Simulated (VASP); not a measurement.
## Ga: single point with PBEsol

Ga:

```
Ga
1.0
     1.32806   -3.86836   -0.02627
     1.32806    3.86836   -0.02627
    -0.17648    0.00000    3.17685
Ga
2
Direct
  0.86665 0.13335 0.25000
  0.13335 0.86665 0.75000
```

```
Program             : VASP 6.6.1
Task                : single point
Functional          : PBEsol
Potentials or basis : VASP PAW PBE potentials, release 64 (Ga_d)
Cutoff              : 520 eV
k mesh              : 16 × 16 × 12
Occupations         : gaussian, width 0.1 eV
Spin                : no spin polarisation
```

| Item | Value |
| --- | --- |
| Pressure | 7.6 GPa |
| Band gap on the k mesh | zero (bands 13 and 14 overlap by 9.48 eV) |

Stress tensor (GPa, compression positive):
```
 7.68  0.00 -0.04
 0.00  7.62  0.00
-0.04  0.00  7.51
```

Levels at points of the mesh, in eV from the Fermi level:
| k point | band 10 | band 11 | band 12 | band 13 | band 14 | band 15 | band 16 | band 17 |
| --- | --- | --- | --- | --- | --- | --- | --- | --- |
| (0.00, 0.00, 0.00) | -14.70 | -12.37 | -2.58 | -1.35 | 1.73 | 5.73 | 10.44 | 11.25 |
| (0.50, 0.00, 0.00) | -14.73 | -6.41 | -5.76 | -1.74 | 0.20 | 6.02 | 7.75 | 8.71 |
| (0.50, 0.50, 0.00) | -14.77 | -10.13 | -9.34 | 4.22 | 5.18 | 6.63 | 6.86 | 8.15 |
| (0.00, 0.00, 0.50) | -14.78 | -8.48 | -8.48 | 1.64 | 1.64 | 2.72 | 2.72 | 12.56 |
| (0.50, 0.00, 0.50) | -14.73 | -3.39 | -2.97 | -1.93 | -1.18 | 1.46 | 2.73 | 4.22 |
| (0.50, 0.50, 0.50) | -14.88 | -6.34 | -6.34 | -5.07 | -5.07 | 11.53 | 11.53 | 12.98 |

Wall time 4 min on 1 thread of Intel(R) Xeon(R) 6975P-C (Granite Rapids), on a shared host, peak memory 0.49 GiB.

Caveat: the cell stands under pressure; the PAW data sets were made with another functional, which shifts forces and pressure a little.
